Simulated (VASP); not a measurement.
A run of VASP 6.6.1 is set up as follows.

INCAR

```
ALGO = Normal
CSHIFT = 0.1
EDIFF = 1E-6
ENCUT = 520
GGA = PE
ISIF = 2
ISMEAR = 0
KPAR = 4
LASPH = True
LCHARG = False
LOPTICS = True
LREAL = False
LWAVE = False
NBANDS = 110
NEDOS = 1000
NELM = 80
PREC = Accurate
SIGMA = 0.03
```

KPOINTS

```
k-points
0
Gamma
  6 6 6
```

The input POSCAR:

```
ZnGa2O4                                 
1.0
    0.0000000000      4.1746942910      4.1746942910
    4.1746942910      0.0000000000      4.1746942910
    4.1746942910      4.1746942910      0.0000000000
  Zn              Ga              O             
     2     4     8
Direct
     0.5000000000000000    0.5000000000000000    0.5000000000000000
     0.7500000000000000    0.7500000000000000    0.7500000000000000
     0.1250000000000000    0.1250000000000000    0.6250000000000000
     0.1250000000000000    0.6250000000000000    0.1250000000000000
     0.6250000000000000    0.1250000000000000    0.1250000000000000
     0.1250000000000000    0.1250000000000000    0.1250000000000000
     0.8863900171037287    0.3408299486888069    0.8863900171037287
     0.3636099828962713    0.3636099828962713    0.9091700513111931
     0.3636099828962713    0.3636099828962713    0.3636099828962713
     0.9091700513111931    0.3636099828962713    0.3636099828962713
     0.8863900171037287    0.8863900171037287    0.8863900171037287
     0.3408299486888069    0.8863900171037287    0.8863900171037287
     0.3636099828962713    0.9091700513111931    0.3636099828962713
     0.8863900171037287    0.8863900171037287    0.3408299486888069
```

Potentials or basis: VASP PAW PBE potentials, release 64 (Zn, Ga_d, O).

Run with:

```sh
$ cat potpaw_PBE.64/Zn/POTCAR potpaw_PBE.64/Ga_d/POTCAR potpaw_PBE.64/O/POTCAR > POTCAR
$ mpirun -np 4 vasp_std > vasp.out
```

What does it give for the band gap on the k mesh?

2.58 eV (least direct gap 2.75 eV).

What does it give for the largest force?

0.101 eV/Å.

Estimate the pressure.

7.7 GPa.

Dielectric function (mean over the directions given):
```tsv
energy (eV)	real part	imaginary part
0.28	4.08	0.00
0.95	4.14	0.01
1.63	4.26	0.03
2.30	4.55	0.07
2.98	4.82	0.27
3.65	4.48	1.28
4.32	5.21	1.32
5.00	4.67	1.53
5.67	4.32	2.26
6.34	4.82	2.57
7.07	4.83	3.20
7.75	4.64	2.89
8.42	3.82	4.28
9.10	2.57	4.33
9.77	2.29	4.19
10.44	1.53	4.43
11.12	0.71	4.10
11.79	0.76	3.68
12.46	0.65	2.85
13.14	0.62	2.61
13.87	1.12	3.08
14.54	0.37	3.81
15.22	-0.78	3.15
15.89	-0.82	2.56
16.56	-0.81	2.18
17.24	-0.84	1.74
17.91	-0.66	1.25
18.58	-0.35	1.04
19.26	-0.50	0.94
19.99	-0.17	0.79
```

Caveat: spectra need much finer meshes, so this one isn't converged; independent-particle spectra lack excitons; the cell stands under pressure. A k mesh can miss the band edges.
